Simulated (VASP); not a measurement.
Set up this calculation in VASP 6.6.1, as the native input.

```yaml
Task: single point
Functional: PBE
Potentials_or_basis: VASP PAW PBE potentials, release 64 (K_sv, F)
Cutoff: 520 eV
k_mesh: 8 × 8 × 8
Occupations: gaussian, width 0.05 eV
Spin: no spin polarisation
Dipole_correction: no
Further_INCAR_settings: ALGO = Normal; EDIFF = 1e-06; NBANDS = 15
```

The structure of KF lies in POSCAR:

```
KF
1.0
    0.0501281250      2.6735000000      2.6735000000
    2.7236281250      0.0000000000      2.7236281250
    2.6735000000      2.6735000000      0.0501281250
K F
1 1
Direct
    0.0000000000      0.0000000000      0.0000000000
    0.5000000000      0.5000000000      0.5000000000
```

This cell differs from its parent crystal: strain +0.0375 x Voigt [0, 0, 0, 0, 1, 0].

The input as run:

INCAR

```
  ALGO = Normal
  EDIFF = 1E-6
  ENCUT = 520
  GGA = PE
  ISIF = 2
  ISMEAR = 0
  LASPH = T
  LCHARG = T
  LELF = T
  LREAL = F
  LVHAR = T
  LWAVE = F
  NBANDS = 15
  NELM = 80
  PREC = Accurate
  SIGMA = 0.05
```

KPOINTS

```
k-points
0
Gamma
  8 8 8
```

Potentials or basis: VASP PAW PBE potentials, release 64 (K_sv, F).

The run is started by

```bash
$ cat potpaw_PBE.64/K_sv/POTCAR potpaw_PBE.64/F/POTCAR > POTCAR
$ mpirun -np 1 vasp_std > vasp.out
```

It gave:

- Pressure: 1.4 GPa
- Band gap on the k mesh: 6.13 eV

Caveat: the cell differs from its parent crystal (strain +0.0375 x Voigt [0, 0, 0, 0, 1, 0]).

It took 23 s on 1 thread of Intel(R) Xeon(R) 6975P-C (Granite Rapids), on a shared host, peak memory 0.19 GiB.
